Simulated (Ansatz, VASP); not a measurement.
## Two plane-wave programs on AgI

```xyz
4
Lattice="4.6160 0.0000 0.0000 -2.3080 3.9976 0.0000 0.0000 0.0000 7.5462" Properties=species:S:1:pos:R:3 pbc="T T T"
Ag    0.0000    2.6650    0.0185
Ag    2.3080    1.3325    3.7916
I     0.0000    2.6650    2.8483
I     2.3080    1.3325    6.6214
```

Change from the starting cell: equal strain along all axes, cell held, atoms relaxed: -1.5 %.

Alike in both runs: functional PBE; k mesh 6 × 6 × 4; occupations gaussian, width 0.02 eV; no spin polarisation.

Ansatz relaxed the structure, and its values are those at the end. VASP's run is a single point on that final structure, the one shown.

|  | VASP | Ansatz |
| --- | --- | --- |
| version | VASP 6.6.1 | Ansatz 0.2.0 |
| potentials or method | VASP PAW PBE potentials, release 64 (Ag, I), cutoff 500 eV | scalar-relativistic, plane waves, PAW |
| valence electrons in the cell | 36 | 72 |

|  | VASP | Ansatz | Ansatz less VASP |
| --- | --- | --- | --- |
| gap on the k mesh at the Fermi level (eV) | 1.37 | 1.37 | -0.003 |
| least direct gap on the mesh (eV) | 1.37 | 1.37 | -0.003 |
| pressure (GPa) | 1.3 | 1.3 | +0.06 |

VASP's potentials hold 36 valence electrons a cell and Ansatz's 72, so a difference there can come from the potentials and not from the codes. Ansatz's warnings: stress scf threshold loose.

Neither program's run includes spin-orbit coupling.
